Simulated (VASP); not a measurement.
# GaN (Imm2) in VASP: further runs

Runs on GaN. Level: PBEsol. Tasks: single point, relaxation of the atoms.

Program: VASP 6.6.1. These are calculated values, not measurements. Logs are shortened: lines on timing, memory, paths and dates and some standing lists are left out, and cuts for length are marked.

### 1 The cell of the first run

It takes space group Imm2 (No. 44, orthorhombic). The conventional cell has a = 3.149 Å, b = 3.178 Å, c = 4.524 Å, α = 90.00°, β = 90.00°, γ = 90.00°. Within 2.6 Å of Ga (site symmetry mm2) lie 4 N at 1.94 to 1.95 Å. Within 2.6 Å of N (site symmetry mm2) lie 4 Ga at 1.94 to 1.95 Å.

### 2 Single point, PBEsol

INCAR

```
SYSTEM = GaN
  PREC = Accurate
  ENCUT = 600
  EDIFF = 1E-6
  ISMEAR = 0
  SIGMA = 0.01
  LREAL = .FALSE.
  LASPH = .TRUE.
  NELM = 120
  ALGO = Normal
  ISIF = 2
  LWAVE = .FALSE.
  LCHARG = .TRUE.
  GGA = PS
  LELF = .TRUE.
  LVHAR = .TRUE.
  NBANDS = 16
  GGA_COMPAT = .FALSE.
```

KPOINTS

```
regular mesh
0
G
  10 10 10
  0 0 0
```

POSCAR

```
GaN
1.0
   -0.0103305340      2.2369899711      2.2621437425
    2.2369899711     -0.0103305340      2.2621437425
    2.2266594371      2.2266594371      0.0000000000
Ga N
1 1
Direct
   -0.0007005345     -0.0007005345      0.0007005345
    0.2507005345      0.2507005345      0.2492994655
```

Potentials or basis: VASP PAW PBE potentials, release 64 (Ga_d, N).

Command:

```sh
cat potpaw_PBE.64/Ga_d/POTCAR potpaw_PBE.64/N/POTCAR > POTCAR
mpirun -np 1 vasp_std > vasp.out
```

OUTCAR:

```text
SYSTEM = GaN
   PREC = Accurate
   ENCUT = 600
   EDIFF = 1E-6
   ISMEAR = 0
   LREAL = .FALSE.
   LASPH = .TRUE.
   NELM = 120
   ISIF = 2
   GGA = PS

 ion  position               nearest neighbor table
   1  0.999  0.999  0.001-   2 1.94   2 1.94   2 1.95   2 1.95
   2  0.251  0.251  0.249-   1 1.94   1 1.94   1 1.95   1 1.95

  LATTYP: Found a body centered orthorhombic cell.
 ALAT       =     3.1489719747
 B/A-ratio  =     1.0092789529
 C/A-ratio  =     1.4367506352

  Lattice vectors:

 A1 = (  -2.2369899711,   0.0103305340,   2.2621437425)
 A2 = (   2.2369899711,  -0.0103305340,   2.2621437425)
 A3 = (  -0.0103305340,   2.2369899711,  -2.2621437425)

Analysis of symmetry for initial positions (statically):
=====================================================================
 Subroutine PRICEL returns:
 Original cell was already a primitive cell.

 Routine SETGRP: Setting up the symmetry group for a
 body centered orthorhombic supercell.

 Subroutine GETGRP returns: Found  4 space group operations
 (whereof  4 operations were pure point group operations)
 out of a pool of  8 trial point group operations.

The static configuration has the point symmetry C_2v.

Analysis of symmetry for dynamics (positions and initial velocities):
=====================================================================
 Subroutine PRICEL returns:
 Original cell was already a primitive cell.

 Routine SETGRP: Setting up the symmetry group for a
 body centered orthorhombic supercell.

 Subroutine GETGRP returns: Found  4 space group operations
 (whereof  4 operations were pure point group operations)
 out of a pool of  8 trial point group operations.

The dynamic configuration has the point symmetry C_2v.

 Subroutine INISYM returns: Found  4 space group operations
 (whereof  4 operations are pure point group operations),
 and found     1 'primitive' translations

----------------------------------------------------------------------------------------

                                     Primitive cell

  volume of cell :      22.6396

  direct lattice vectors                    reciprocal lattice vectors
    -0.010330534  2.236989971  2.262143743    -0.222487179  0.222487179  0.221029279
     2.236989971 -0.010330534  2.262143743     0.222487179 -0.222487179  0.221029279
     2.226659437  2.226659437  0.000000000     0.224551627  0.224551627 -0.221029279

  length of vectors
     3.181434450  3.181434450  3.148971975     0.384519222  0.384519222  0.386911888

  position of ions in fractional coordinates (direct lattice)
     0.999299466  0.999299466  0.000700534
     0.250700534  0.250700534  0.249299466

  ion indices of the primitive-cell ions
   primitive index   ion index
                 1           1
                 2           2

----------------------------------------------------------------------------------------

 KPOINTS: regular mesh

Automatic generation of k-mesh.
 Grid dimensions read from file:
 generate k-points for:   10   10   10

 Generating k-lattice:

  Cartesian coordinates                     Fractional coordinates (reciprocal lattice)
    -0.022248718  0.022248718  0.022102928     0.100000000  0.000000000  0.000000000
     0.022248718 -0.022248718  0.022102928     0.000000000  0.100000000  0.000000000
     0.022455163  0.022455163 -0.022102928     0.000000000  0.000000000  0.100000000

  Length of vectors
     0.038451922  0.038451922  0.038691189

  Shift w.r.t. Gamma in fractional coordinates (k-lattice)
     0.000000000  0.000000000  0.000000000

 Subroutine IBZKPT returns following result:
 ===========================================

 Found    171 irreducible k-points:

 Following reciprocal coordinates:
            Coordinates               Weight
  0.000000  0.000000  0.000000      1.000000
  0.100000 -0.000000  0.000000      4.000000
  0.200000 -0.000000  0.000000      4.000000
  0.300000  0.000000  0.000000      4.000000
  0.400000 -0.000000  0.000000      4.000000
  0.500000 -0.000000  0.000000      2.000000
[... 16 lines left out ...]
  0.300000  0.300000  0.000000      2.000000
  0.400000  0.300000  0.000000      4.000000
 [... further k-points ...]
   k-points           NKPTS =    171   k-points in BZ     NKDIM =    171   number of bands    NBANDS=     16
   number of dos      NEDOS =    301   number of ions     NIONS =      2
   total plane-waves  NPLWV =  21952
   dimension x,y,z NGX =    28 NGY =   28 NGZ =   28
   dimension x,y,z NGXF=    56 NGYF=   56 NGZF=   56
   ions per type =               1   1
   NGX,Y,Z   is equivalent  to a cutoff of  14.63, 14.63, 14.78 a.u.
   NGXF,Y,Z  is equivalent  to a cutoff of  29.26, 29.26, 29.56 a.u.
 SYSTEM =  GaN
   PREC   = accura    normal or accurate (medium, high low for compatibility)
   ISTART =      0    job   : 0-new  1-cont  2-samecut
   ICHARG =      2    charge: 1-file 2-atom 10-const
   ISPIN  =      1    spin polarized calculation?
   LNONCOLLINEAR =      F non collinear calculations
   LSORBIT =      F    spin-orbit coupling
   LASPH  =      T    aspherical Exc in radial PAW
   ENCUT  =  600.0 eV  44.10 Ry    6.64 a.u.   6.35  6.35  6.29*2*pi/ulx,y,z
   NELM   =    120;   NELMIN=  2; NELMDL= -5     # of ELM steps
   EDIFF  = 0.1E-05   stopping-criterion for ELM
   LREAL  =      F    real-space projection
   EDIFFG = 0.1E-04   stopping-criterion for IOM
   NSW    =      0    number of steps for IOM
   IBRION =     -1    ionic relax: 0-MD 1-quasi-New 2-CG
   NFREE  =      0    steps in history (QN), initial steepest desc. (CG)
   ISIF   =      2    stress and relaxation
   ISYM   =      2    0-nonsym 1-usesym 2-fastsym
   POTIM  = 0.5000    time-step for ionic-motion
   TEBEG  =    0.0;   TEEND  =   0.0 temperature during run
   PSTRESS=    0.0 pullay stress
   NELECT =      18.0000    total number of electrons
   NUPDOWN=      -1.0000    fix difference up-down
   EMIN   =  10.00;   EMAX   =-10.00  energy-range for DOS
   EFERMI =   0.00;   METHOD = LEGACY
   ISMEAR =     0;   SIGMA  =   0.01  broadening in eV -4-tet -1-fermi 0-gaus
   EFERMI_NEDOS =   21; number of points for ismear=-14 and -15
   IALGO  =     38    algorithm
   IMIX   =      4    mixing-type and parameters
     AMIX     =   0.40;   BMIX     =  1.00
     AMIX_MAG =   1.60;   BMIX_MAG =  1.00
  volume/ion in A,a.u.               =      11.32        76.39
  Fermi-wavevector in a.u.,A,eV,Ry     =   1.516617  2.865991 31.295141  2.300128
  Thomas-Fermi vector in A             =   2.625983
   LORBIT       =      0    0 simple, 1 ext, 2 COOP (PROOUT), +10 PAW based schemes
   GGA     = PS    functional components
   LHFCALC =     F    Hartree Fock is set to
   AEXX    =    0.0000 exact exchange contribution
   IVDW    =     0    specifies the selected vdW correction
   LEPSILON=     F    determine dielectric tensor
   LRPA    =     F    only Hartree local field effects (RPA)
 non-spin polarized calculation
 Gauss-broadening in eV      SIGMA  =   0.01
  energy-cutoff  :      600.00
  volume of cell :       22.64
 maximum number of plane-waves:       770
 NGX is ok and might be reduce to    28
   NGX = 13   NGY = 13   NGZ = 13

 number of electron      18.0000004 magnetization

 Free energy of the ion-electron system (eV)
  ---------------------------------------------------
  ext. energy  EPLUGINS =         0.00000000
  ---------------------------------------------------
  free energy    TOTEN  =       -13.12236205 eV

  energy without entropy =      -13.12236205  energy(sigma->0) =      -13.12236205

 E-fermi :   5.4622     XC(G=0): -11.9609

 val. band max:        5.3190075100   @ k =   0.0000   0.0000   0.0000
 cond. band min:       7.0194708615   @ k =   0.0000   0.0000   0.0000
 fundamental gap:      1.7004633515
 Fermi energy:         5.4622028220

 k-point     1 :       0.0000    0.0000    0.0000
  band No.  band energies     occupation
      1     -10.7580      2.00000
      2      -8.1536      2.00000
      3      -8.1429      2.00000
      4      -8.1394      2.00000
      5      -7.8095      2.00000
      6      -7.8085      2.00000
[... 8 lines left out ...]
     15      23.8014      0.00000
     16      24.1197      0.00000

 k-point     2 :       0.1000   -0.0000    0.0000
  band No.  band energies     occupation
      1     -10.6435      2.00000
      2      -8.1370      2.00000
      3      -8.1254      2.00000
      4      -8.1089      2.00000
      5      -7.8106      2.00000
      6      -7.8100      2.00000
[... 8 lines left out ...]
     15      22.8126      0.00000
     16      22.9437      0.00000

 k-point     3 :       0.2000   -0.0000    0.0000
  band No.  band energies     occupation
      1     -10.3521      2.00000
      2      -8.1040      2.00000
      3      -8.0929      2.00000
      4      -7.9536      2.00000
      5      -7.8093      2.00000
      6      -7.8084      2.00000
[... 8 lines left out ...]
     15      21.9299      0.00000
     16      22.1556      0.00000

 k-point     4 :       0.3000    0.0000    0.0000
  band No.  band energies     occupation
      1     -10.0349      2.00000
      2      -8.0753      2.00000
      3      -8.0637      2.00000
      4      -7.7963      2.00000
      5      -7.7938      2.00000
      6      -7.5644      2.00000
[... 8 lines left out ...]
     15      22.4087      0.00000
     16      22.6162      0.00000
[... 324 lines left out ...]
 k-point    22 :      -0.2000    0.2000    0.0000
  band No.  band energies     occupation
      1      -9.9369      2.00000
      2      -8.0588      2.00000
      3      -8.0328      2.00000
      4      -7.8323      2.00000
      5      -7.8276      2.00000
      6      -7.3785      2.00000
[... 8 lines left out ...]
     15      22.6641      0.00000
     16      25.7473      0.00000

 k-point    23 :       0.3000    0.3000    0.0000
  band No.  band energies     occupation
      1      -9.8459      2.00000
      2      -7.9934      2.00000
      3      -7.9447      2.00000
      4      -7.9427      2.00000
      5      -7.7583      2.00000
      6      -7.3918      2.00000
[... 8 lines left out ...]
     15      27.4922      0.00000
     16      27.8570      0.00000

 k-point    24 :       0.4000    0.3000    0.0000
  band No.  band energies     occupation
      1      -9.7153      2.00000
      2      -8.0115      2.00000
      3      -7.9090      2.00000
      4      -7.9072      2.00000
      5      -7.7484      2.00000
      6      -6.9361      2.00000
[... 8 lines left out ...]
     15      27.6749      0.00000
     16      27.8484      0.00000

 [... further k-points ...]
[... 5 lines left out ...]
  --------------------------------------------------------------------------------------
  -------------------------------------------------------------------------------------
  Total        0.1442807      0.1442807     -0.0579231      0.2023525      0.0000000      0.0000000
  in kB       10.2105643     10.2105643     -4.0991466     14.3202381      0.0000000      0.0000000
  external PRESSURE =       5.4406607 kB  Pullay stress =       0.0000000 kB

 VOLUME and BASIS-vectors are now :
 -----------------------------------------------------------------------------
  energy-cutoff  :      600.00
  volume of cell :       22.64
      direct lattice vectors                 reciprocal lattice vectors
    -0.010330534  2.236989971  2.262143743    -0.222487179  0.222487179  0.221029279
     2.236989971 -0.010330534  2.262143743     0.222487179 -0.222487179  0.221029279
     2.226659437  2.226659437  0.000000000     0.224551627  0.224551627 -0.221029279

 POSITION                                       TOTAL-FORCE (eV/Angst)
 -----------------------------------------------------------------------------------
      2.22666      2.22666      4.52112        -0.000000     -0.000000      0.000387
      1.11333      1.11333      1.13424         0.000000      0.000000     -0.000387
 -----------------------------------------------------------------------------------
    total drift:                               -0.000000     -0.000000     -0.000000

  FREE ENERGIE OF THE ION-ELECTRON SYSTEM (eV)
  ---------------------------------------------------
  free  energy   TOTEN  =       -13.1223620532 eV

  energy  without entropy=      -13.1223620532  energy(sigma->0) =      -13.12236205
```

It took 1.9 min on 1 thread of Intel Xeon 8259CL, shared host; peak memory 0.22 GiB.

Results:

| Item | Value |
| --- | --- |
| Free energy | -13.1224 eV |
| Pressure | 0.5 GPa |
| Band gap on the k mesh | 1.70 eV |

Stress tensor (GPa, compression positive):
```
 1.02  1.43  0.00
 1.43  1.02  0.00
 0.00  0.00 -0.41
```

Levels at points of the mesh, in eV from the valence-band top:
```csv
k point,band 6,band 7,band 8,band 9,band 10,band 11,band 12,band 13
"(0.00, 0.00, 0.00)",-13.13,-0.09,-0.06,0.00,1.70,10.11,10.24,10.32
"(0.50, 0.00, 0.00)",-11.89,-7.26,-1.08,-0.96,4.62,8.62,10.23,10.43
"(0.50, 0.50, 0.00)",-11.49,-6.36,-2.83,-2.70,3.22,6.70,11.50,13.94
"(0.00, 0.00, 0.50)",-11.86,-7.22,-1.09,-1.04,4.54,8.65,10.16,10.29
"(0.50, 0.00, 0.50)",-11.43,-6.23,-2.85,-2.85,3.15,6.51,11.65,13.79
```

Caveat: the PAW data sets were made with another functional, which shifts forces and pressure a little.

### 3 Relaxation of the atoms, PBEsol (strained cell)

INCAR

```
SYSTEM = GaN
  ALGO = Normal
  EDIFF = 1E-7
  EDIFFG = -0.002
  ENCUT = 520
  GGA = PS
  GGA_COMPAT = .False.
  IBRION = 2
  ISIF = 2
  ISMEAR = 0
  LASPH = .True.
  LCHARG = .False.
  LREAL = .False.
  LWAVE = .False.
  NELM = 120
  NELMIN = 4
  NSW = 60
  PREC = Accurate
  SIGMA = 0.02
```

KPOINTS

```
k-points
0
Gamma
  10 10 10
  0 0 0
```

POSCAR

```
GaN
1.0
   -0.0087045202      2.2353639573      2.2609627689
    2.2353639573     -0.0087045202      2.2609627689
    2.2266594371      2.2266594371      0.0000000000
Ga N
1 1
Direct
   -0.0009620439     -0.0009620439      0.0009620439
    0.2509620439      0.2509620439      0.2490379561
```

Potentials or basis: VASP PAW PBE potentials, release 64 (Ga_d, N).

Command:

```sh
cat potpaw_PBE.64/Ga_d/POTCAR potpaw_PBE.64/N/POTCAR > POTCAR
mpirun -np 1 vasp_std > vasp.out
```

Wall time 74 s (1 thread of Intel Xeon 8259CL, shared host); peak memory 0.18 GiB.

It converged, with:

```yaml
Free_energy: -13.1205 eV
Energy_gained_by_relaxing: 0.0 meV/atom
Ionic_steps: 3
Pressure_after_relaxing: 1.1 GPa
Band_gap_on_the_k_mesh: 1.72 eV
```

Stress tensor (GPa, compression positive):
```
1.58 1.21 0.00
1.21 1.58 0.00
0.00 0.00 0.12
```

Final structure:
```xyz
2
Lattice="-0.0087 2.2354 2.2610 2.2354 -0.0087 2.2610 2.2267 2.2267 0.0000" Properties=species:S:1:pos:R:3 pbc="T T T"
Ga    2.2267    2.2267    4.5192
N     1.1133    1.1133    1.1332
```

Levels at points of the mesh, in eV from the valence-band top:
```csv
k point,band 7,band 8,band 9,band 10,band 11,band 12
"(0.00, 0.00, 0.00)",-0.08,-0.05,0.00,1.72,10.14,10.26
"(0.50, 0.00, 0.00)",-7.26,-1.08,-0.96,4.64,8.64,10.23
"(0.50, 0.50, 0.00)",-6.36,-2.82,-2.71,3.23,6.72,11.51
"(0.00, 0.00, 0.50)",-7.23,-1.09,-1.03,4.57,8.66,10.18
"(0.50, 0.00, 0.50)",-6.24,-2.86,-2.85,3.16,6.53,11.67
```

Caveat: the cell differs from its parent crystal (strained cell); the PAW data sets were made with another functional, which shifts forces and pressure a little.
